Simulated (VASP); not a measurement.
# Ti (Fm-3m) in VASP: notebook, part 2 of 2

VASP 6.6.1. Earlier steps stand in the parts before.

### Step 3. Electric field gradients, PBE (volume scaled by 1.03)

Contents of INCAR:

```
SYSTEM = Ti
PREC = Accurate
ENCUT = 520
EDIFF = 1E-8
ISMEAR = -1
SIGMA = 0.05
LREAL = .FALSE.
LASPH = .TRUE.
NELM = 80
ALGO = Normal
ISIF = 2
LWAVE = .FALSE.
LCHARG = .FALSE.
GGA = PE
LEFG = .TRUE.
NBANDS = 12
```

Contents of KPOINTS:

```
regular mesh
0
G
  14 14 14
  0 0 0
```

Contents of POSCAR:

```
Ti
1.0
    0.0000000000      2.0501003171      2.0501003171
    2.0501003171      0.0000000000      2.0501003171
    2.0501003171      2.0501003171      0.0000000000
Ti
1
Direct
    0.0000000000      0.0000000000      0.0000000000
```

Potentials or basis: VASP PAW PBE potentials, release 64 (Ti_sv).

The run is started by

```
cat potpaw_PBE.64/Ti_sv/POTCAR > POTCAR
mpirun -np 1 vasp_std > vasp.out
```

OUTCAR:

```text
SYSTEM = Ti
   PREC = Accurate
   ENCUT = 520
   EDIFF = 1E-8
   ISMEAR = -1
   LREAL = .FALSE.
   LASPH = .TRUE.
   NELM = 80
   ISIF = 2
   GGA = PE

 ion  position               nearest neighbor table
   1  0.000  0.000  0.000-

  LATTYP: Found a face centered cubic cell.
 ALAT       =     4.1002006342

  Lattice vectors:

 A1 = (   0.0000000000,   2.0501003171,   2.0501003171)
 A2 = (   2.0501003171,   0.0000000000,   2.0501003171)
 A3 = (   2.0501003171,   2.0501003171,   0.0000000000)

Analysis of symmetry for initial positions (statically):
=====================================================================
 Subroutine PRICEL returns:
 Original cell was already a primitive cell.

 Routine SETGRP: Setting up the symmetry group for a
 face centered cubic supercell.

 Subroutine GETGRP returns: Found 48 space group operations
 (whereof 48 operations were pure point group operations)
 out of a pool of 48 trial point group operations.

The static configuration has the point symmetry O_h .

Analysis of symmetry for dynamics (positions and initial velocities):
=====================================================================
 Subroutine PRICEL returns:
 Original cell was already a primitive cell.

 Routine SETGRP: Setting up the symmetry group for a
 face centered cubic supercell.

 Subroutine GETGRP returns: Found 48 space group operations
 (whereof 48 operations were pure point group operations)
 out of a pool of 48 trial point group operations.

The dynamic configuration has the point symmetry O_h .

 Subroutine INISYM returns: Found 48 space group operations
 (whereof 48 operations are pure point group operations),
[... 152 lines left out ...]
      2     -24.2452      2.00000
      3     -24.2452      2.00000
      4     -24.2452      2.00000
      5       2.1887      2.00000
      6       9.1823      0.00000
      7       9.1823      0.00000
      8       9.1823      0.00000
      9      10.8305      0.00000
     10      10.8305      0.00000
     11      23.5930      0.00000
     12      28.1082      0.00000
[... 331 lines left out ...]
 k-point    24 :       0.2857    0.1429    0.0000
  band No.  band energies     occupation
      1     -48.3206      2.00000
      2     -24.5885      2.00000
      3     -24.3358      2.00000
      4     -24.3290      2.00000
      5       4.3234      2.00000
      6       8.0373      1.98983
      7       9.3280      0.00000
      8       9.8260      0.00000
      9      10.5844      0.00000
     10      11.3291      0.00000
     11      21.9380      0.00000
     12      24.4200      0.00000

 [... further k-points ...]
[... 5 lines left out ...]
  --------------------------------------------------------------------------------------
  -------------------------------------------------------------------------------------
  Total        0.0792824      0.0792824      0.0792824     -0.0000000      0.0000000     -0.0000000
  in kB        7.3710978      7.3710978      7.3710978     -0.0000000      0.0000000     -0.0000000
  external PRESSURE =       7.3710978 kB  Pullay stress =       0.0000000 kB

 VOLUME and BASIS-vectors are now :
 -----------------------------------------------------------------------------
  energy-cutoff  :      520.00
  volume of cell :       17.23
      direct lattice vectors                 reciprocal lattice vectors
     0.000000000  2.050100317  2.050100317    -0.243890504  0.243890504  0.243890504
     2.050100317  0.000000000  2.050100317     0.243890504 -0.243890504  0.243890504
     2.050100317  2.050100317  0.000000000     0.243890504  0.243890504 -0.243890504

 POSITION                                       TOTAL-FORCE (eV/Angst)
 -----------------------------------------------------------------------------------
      0.00000      0.00000      0.00000         0.000000     -0.000000      0.000000
 -----------------------------------------------------------------------------------
    total drift:                               -0.000000      0.000000     -0.000000

  FREE ENERGIE OF THE ION-ELECTRON SYSTEM (eV)
  ---------------------------------------------------
  free  energy   TOTEN  =        -7.7840041828 eV

  energy  without entropy=       -7.7687650478  energy(sigma->0) =       -7.77638462

 Electric field gradients (V/A^2)
---------------------------------------------------------------------
 ion       V_xx      V_yy      V_zz      V_xy      V_xz      V_yz
---------------------------------------------------------------------
   1      -0.000     0.000    -0.000    -0.000    -0.000    -0.000
---------------------------------------------------------------------

 Electric field gradients after diagonalization (V/A^2)
 (convention: |V_zz| > |V_xx| > |V_yy|)
----------------------------------------------------------------------
 ion       V_xx      V_yy      V_zz     asymmetry (V_yy - V_xx)/ V_zz
----------------------------------------------------------------------
   1       0.000     0.000    -0.000       0.000
----------------------------------------------------------------------

           NMR quadrupolar parameters

 Cq : quadrupolar parameter    Cq=e*Q*V_zz/h
 eta: asymmetry parameters     (V_yy - V_xx)/ V_zz
 Q  : nuclear electric quadrupole moment in mb (millibarn)
----------------------------------------------------------------------
 ion       Cq(MHz)       eta       Q (mb)
----------------------------------------------------------------------
   1      -0.000       0.000       1.000
----------------------------------------------------------------------
```

Wall time 16 s (1 thread of Intel Xeon Platinum 8375C at 2.90GHz (Ice Lake), shared host); peak memory 0.15 GiB.

Results:

```
Free energy            : -7.7840 eV
Pressure               : 0.7 GPa
Band gap on the k mesh : zero (band 6 reaches 9.18 eV, above the bottom of band 7 at 7.90 eV)
```

Levels at points of the mesh, in eV from the Fermi level:
```tsv
k point	band 2	band 3	band 4	band 5	band 6	band 7	band 8	band 9	band 10	band 11
(0.00, 0.00, 0.00)	-32.55	-32.55	-32.55	-6.11	0.88	0.88	0.88	2.53	2.53	15.29
(0.50, 0.00, 0.00)	-33.23	-32.63	-32.63	-2.60	0.65	0.77	0.77	3.61	3.61	8.25
(0.50, 0.50, 0.00)	-33.18	-32.79	-32.79	-2.60	-1.73	2.88	3.60	3.88	3.88	10.63
```

Caveat: without QUAD_EFG the Cq values of the log hold for a quadrupole moment of 1 mb, not for the nuclei.

### Step 4. Electric field gradients, PBE (volume scaled by 1.06)

Contents of INCAR:

```
PREC = Accurate
ENCUT = 520
EDIFF = 1E-8
ISMEAR = -1
SIGMA = 0.05
LREAL = F
LASPH = T
NELM = 60
ALGO = Normal
ISIF = 2
LWAVE = F
LCHARG = F
GGA = PE
LEFG = T
NBANDS = 12
```

Contents of KPOINTS:

```
Automatic mesh
0
Gamma
  14 14 14
```

Contents of POSCAR:

```
Ti
1.0
    0.0000000000      2.0698140295      2.0698140295
    2.0698140295      0.0000000000      2.0698140295
    2.0698140295      2.0698140295      0.0000000000
Ti
1
Direct
    0.0000000000      0.0000000000      0.0000000000
```

Potentials or basis: VASP PAW PBE potentials, release 64 (Ti_sv).

The run is started by

```
cat potpaw_PBE.64/Ti_sv/POTCAR > POTCAR
mpirun -np 1 vasp_std > vasp.out
```

OUTCAR:

```text
PREC = Accurate
   ENCUT = 520
   EDIFF = 1E-8
   ISMEAR = -1
   LREAL = F
   LASPH = T
   NELM = 60
   ISIF = 2
   GGA = PE

 ion  position               nearest neighbor table
   1  0.000  0.000  0.000-

  LATTYP: Found a face centered cubic cell.
 ALAT       =     4.1396280590

  Lattice vectors:

 A1 = (   0.0000000000,   2.0698140295,   2.0698140295)
 A2 = (   2.0698140295,   0.0000000000,   2.0698140295)
 A3 = (   2.0698140295,   2.0698140295,   0.0000000000)

Analysis of symmetry for initial positions (statically):
=====================================================================
 Subroutine PRICEL returns:
 Original cell was already a primitive cell.

 Routine SETGRP: Setting up the symmetry group for a
 face centered cubic supercell.

 Subroutine GETGRP returns: Found 48 space group operations
 (whereof 48 operations were pure point group operations)
 out of a pool of 48 trial point group operations.

The static configuration has the point symmetry O_h .

Analysis of symmetry for dynamics (positions and initial velocities):
=====================================================================
 Subroutine PRICEL returns:
 Original cell was already a primitive cell.

 Routine SETGRP: Setting up the symmetry group for a
 face centered cubic supercell.

 Subroutine GETGRP returns: Found 48 space group operations
 (whereof 48 operations were pure point group operations)
 out of a pool of 48 trial point group operations.

The dynamic configuration has the point symmetry O_h .

 Subroutine INISYM returns: Found 48 space group operations
 (whereof 48 operations are pure point group operations),
 and found     1 'primitive' translations

[... 153 lines left out ...]
      5       1.9549      2.00000
      6       8.8595      0.00000
      7       8.8595      0.00000
      8       8.8595      0.00000
      9      10.4439      0.00000
     10      10.4439      0.00000
     11      23.1300      0.00000
     12      27.5043      0.00000
[... 331 lines left out ...]
 k-point    24 :       0.2857    0.1429    0.0000
  band No.  band energies     occupation
      1     -48.6834      2.00000
      2     -24.9438      2.00000
      3     -24.7145      2.00000
      4     -24.7083      2.00000
      5       4.0450      2.00000
      6       7.7563      1.98422
      7       9.0033      0.00000
      8       9.4788      0.00000
      9      10.2066      0.00000
     10      10.9231      0.00000
     11      21.3198      0.00000
     12      23.8609      0.00000

 [... further k-points ...]
[... 5 lines left out ...]
  --------------------------------------------------------------------------------------
  -------------------------------------------------------------------------------------
  Total       -0.2480603     -0.2480603     -0.2480603      0.0000000      0.0000000      0.0000000
  in kB      -22.4101082    -22.4101082    -22.4101082      0.0000000      0.0000000      0.0000000
  external PRESSURE =     -22.4101082 kB  Pullay stress =       0.0000000 kB

 VOLUME and BASIS-vectors are now :
 -----------------------------------------------------------------------------
  energy-cutoff  :      520.00
  volume of cell :       17.73
      direct lattice vectors                 reciprocal lattice vectors
     0.000000000  2.069814029  2.069814029    -0.241567596  0.241567596  0.241567596
     2.069814029  0.000000000  2.069814029     0.241567596 -0.241567596  0.241567596
     2.069814029  2.069814029  0.000000000     0.241567596  0.241567596 -0.241567596

 POSITION                                       TOTAL-FORCE (eV/Angst)
 -----------------------------------------------------------------------------------
      0.00000      0.00000      0.00000         0.000000      0.000000      0.000000
 -----------------------------------------------------------------------------------
    total drift:                                0.000000      0.000000      0.000000

  FREE ENERGIE OF THE ION-ELECTRON SYSTEM (eV)
  ---------------------------------------------------
  free  energy   TOTEN  =        -7.7817472133 eV

  energy  without entropy=       -7.7661034609  energy(sigma->0) =       -7.77392534

 Electric field gradients (V/A^2)
---------------------------------------------------------------------
 ion       V_xx      V_yy      V_zz      V_xy      V_xz      V_yz
---------------------------------------------------------------------
   1      -0.000     0.000    -0.000     0.000     0.000     0.000
---------------------------------------------------------------------

 Electric field gradients after diagonalization (V/A^2)
 (convention: |V_zz| > |V_xx| > |V_yy|)
----------------------------------------------------------------------
 ion       V_xx      V_yy      V_zz     asymmetry (V_yy - V_xx)/ V_zz
----------------------------------------------------------------------
   1      -0.000    -0.000     0.001       0.000
----------------------------------------------------------------------

           NMR quadrupolar parameters

 Cq : quadrupolar parameter    Cq=e*Q*V_zz/h
 eta: asymmetry parameters     (V_yy - V_xx)/ V_zz
 Q  : nuclear electric quadrupole moment in mb (millibarn)
----------------------------------------------------------------------
 ion       Cq(MHz)       eta       Q (mb)
----------------------------------------------------------------------
   1       0.000       0.000       1.000
----------------------------------------------------------------------
```

OSZICAR:

```text
N       E                     dE             d eps       ncg     rms          rms(c)
DAV:   1     0.871688185343E+02    0.87169E+02   -0.64974E+03  2504   0.120E+03
DAV:   2    -0.439500129864E+01   -0.91564E+02   -0.89120E+02  2532   0.294E+02
DAV:   3    -0.873851225559E+01   -0.43435E+01   -0.42969E+01  3532   0.654E+01
DAV:   4    -0.883262974642E+01   -0.94117E-01   -0.94049E-01  2852   0.832E+00
DAV:   5    -0.883509294075E+01   -0.24632E-02   -0.24631E-02  3008   0.116E+00    0.816E+00
DAV:   6    -0.778853367521E+01    0.10466E+01   -0.21448E+00  2700   0.218E+01    0.211E+00
DAV:   7    -0.777336345968E+01    0.15170E-01   -0.10584E-01  3048   0.370E+00    0.127E+00
DAV:   8    -0.778155110426E+01   -0.81876E-02   -0.36987E-02  2624   0.252E+00    0.180E-01
DAV:   9    -0.778173960644E+01   -0.18850E-03   -0.44952E-03  3188   0.798E-01    0.833E-02
DAV:  10    -0.778176872663E+01   -0.29120E-04   -0.24831E-04  2672   0.189E-01    0.226E-02
DAV:  11    -0.778174768918E+01    0.21037E-04   -0.22013E-05  3032   0.589E-02    0.980E-03
DAV:  12    -0.778174687879E+01    0.81039E-06   -0.16540E-06  2760   0.174E-02    0.324E-03
DAV:  13    -0.778174731955E+01   -0.44076E-06   -0.70624E-07  3144   0.822E-03    0.172E-03
DAV:  14    -0.778174725488E+01    0.64671E-07   -0.40827E-08  2664   0.225E-03    0.965E-04
DAV:  15    -0.778174720486E+01    0.50023E-07   -0.21210E-08  2804   0.172E-03    0.486E-05
DAV:  16    -0.778174721328E+01   -0.84278E-08   -0.52052E-10  1396   0.242E-04
   1 F= -.77817472E+01 E0= -.77739253E+01  d E =-.156438E-01
```

Wall time 16 s (1 thread of Intel Xeon Platinum 8375C at 2.90GHz (Ice Lake), shared host); peak memory 0.15 GiB.

Results:

- Free energy: -7.7817 eV
- Pressure: -2.2 GPa
- Band gap on the k mesh: zero (band 6 reaches 8.86 eV, above the bottom of band 7 at 7.62 eV)

Caveat: without QUAD_EFG the Cq values of the log hold for a quadrupole moment of 1 mb, not for the nuclei.

### Step 5. The runs side by side

```tsv
cell	gap on the mesh (eV)	pressure (GPa)
a = 2.871 Å, angles 60.0°, 1 atom	none	4.1
a = 2.899 Å, angles 60.0°, 1 atom	none	0.7
a = 2.927 Å, angles 60.0°, 1 atom	none	-2.2
```

Alike in all rows: task electric field gradients; level PBE; potentials or basis VASP PAW PBE potentials, release 64 (Ti_sv); no spin polarisation; k mesh 14 × 14 × 14; cutoff (eV) 520; smearing fermi-dirac 0.05 eV.

Absolute energies hang on the potentials; compare differences alone.
